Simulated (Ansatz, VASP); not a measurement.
One calculation of Mg, two programs

```
Mg
1.0
     4.68915    0.00000    0.00000
    -2.34458    4.06092    0.00000
     0.00000    0.00000    5.90785
Mg
4
Direct
  0.00000 0.00000 0.00000
  0.00000 0.00000 0.50000
  0.33333 0.66667 0.25000
  0.66667 0.33333 0.75000
```

Change from the starting cell: volume scaled by 1, crystal datasets.

Alike in both runs: task single point; functional PBE; k mesh 8 × 8 × 5; occupations fermi-dirac, width 0.05 eV; no spin polarisation.

|  | VASP | Ansatz |
| --- | --- | --- |
| version | VASP 6.6.1 | Ansatz 0.2.0 |
| potentials or method | VASP PAW PBE potentials, release 64 (Mg), cutoff 520 eV | all-electron PAW with datasets made for the crystal, scalar-relativistic |

Ansatz gave:

| Item | Value |
| --- | --- |
| pressure (GPa) | 0.0 |

Q: Estimate VASP's values.

A: Pressure (GPa): -0.1.

Ansatz ran all-electron here, and VASP with PAW potentials.
